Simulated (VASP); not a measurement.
Crystal: HgTe.

```
CELL_PARAMETERS angstrom
3.05121 -3.53493 0.00000
3.05121 3.53493 0.00000
0.00000 0.00000 5.91188
ATOMIC_POSITIONS crystal
Hg 0.65695 0.34305 0.25000
Hg 0.34305 0.65695 0.75000
Te 0.21519 0.78481 0.25000
Te 0.78481 0.21519 0.75000
```

Base run:

```yaml
Program: VASP 6.6.1
Functional: PBEsol
Potentials_or_basis: VASP PAW PBE potentials, release 64 (Hg, Te)
Cutoff: 520 eV
k_mesh: 6 × 6 × 5
Occupations: fermi-dirac, width 0.05 eV
Spin: no spin polarisation
```

Its results: band gap on the k mesh zero (band 18 reaches 3.40 eV, above the bottom of band 19 at 1.57 eV); pressure -5.1 GPa; largest force 0.323 eV/Å.

Task: The run is repeated on the same cell with these changes: functional from PBEsol to LDA; potentials or basis from VASP PAW PBE potentials, release 64 (Hg, Te) to VASP PAW LDA potentials, release 64 (Hg, Te). What comes out?

Result: Band gap on the k mesh zero (band 18 reaches 3.35 eV, above the bottom of band 19 at 1.53 eV); pressure -6.4 GPa; largest force 0.388 eV/Å.

Caveats: spin-orbit coupling is left out, which moves the levels of the heavy elements; the PAW data sets were made with another functional, which shifts forces and pressure a little (some runs).
